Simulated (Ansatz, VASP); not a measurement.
**One calculation of GaAs, two programs**

The input INCAR:

```
ALGO = Normal
EDIFF = 1E-8
ENCUT = 520
GGA = CA
ISIF = 2
ISMEAR = -1
LASPH = True
LCHARG = False
LEFG = True
LREAL = False
LWAVE = False
NBANDS = 16
NELM = 80
PREC = Accurate
SIGMA = 0.08
```

File KPOINTS:

```
k-points
0
Gamma
  10 10 10
```

File POSCAR:

```
GaAs
1.0
    0.0000000000      2.8173955816      2.8173955816
    2.8173955816      0.0000000000      2.8173955816
    2.8173955816      2.8173955816      0.0000000000
Ga As
1 1
Direct
    0.0000000000      0.0000000000      0.0000000000
    0.7500000000      0.7500000000      0.7500000000
```

Input for Ansatz:

```yaml
crystal:
  lattice:
    - [0.0, 2.8173955816, 2.8173955816]
    - [2.8173955816, 0.0, 2.8173955816]
    - [2.8173955816, 2.8173955816, 0.0]
  atoms:
    - { symbol: Ga, position: [0.0, 0.0, 0.0] }
    - { symbol: As, position: [0.75, 0.75, 0.75] }
kpoints:
  mp_grid: { grid: [10, 10, 10] }
scf:
  occupations: { method: fermi_dirac, width: 0.08 }
hamiltonian:
  xc: lda
  pseudopotentials: { kind: all_electron, datasets: crystal }
output:
  forces: true
  stress: true
  eigenvalues: true
  efg: { contact_densities: true }
```

Change from the starting cell: volume scaled by 0.99, crystal datasets.

Alike in both runs: task electric field gradients; functional LDA; k mesh 10 × 10 × 10; occupations fermi-dirac, width 0.08 eV; no spin polarisation.

```csv
,VASP,Ansatz
version,VASP 6.6.1,Ansatz 0.2.0
potentials or method,"VASP PAW LDA potentials, release 64 (Ga_d, As), cutoff 520 eV","all-electron PAW with datasets made for the crystal, scalar-relativistic"
```

|  | VASP | Ansatz | Ansatz less VASP |
| --- | --- | --- | --- |
| pressure (GPa) | -0.9 | -1.2 | -0.26 |

LDA's correlation is that of Perdew and Zunger in VASP and of Perdew and Wang (1992) in Ansatz. Ansatz ran all-electron here, and VASP with PAW potentials.
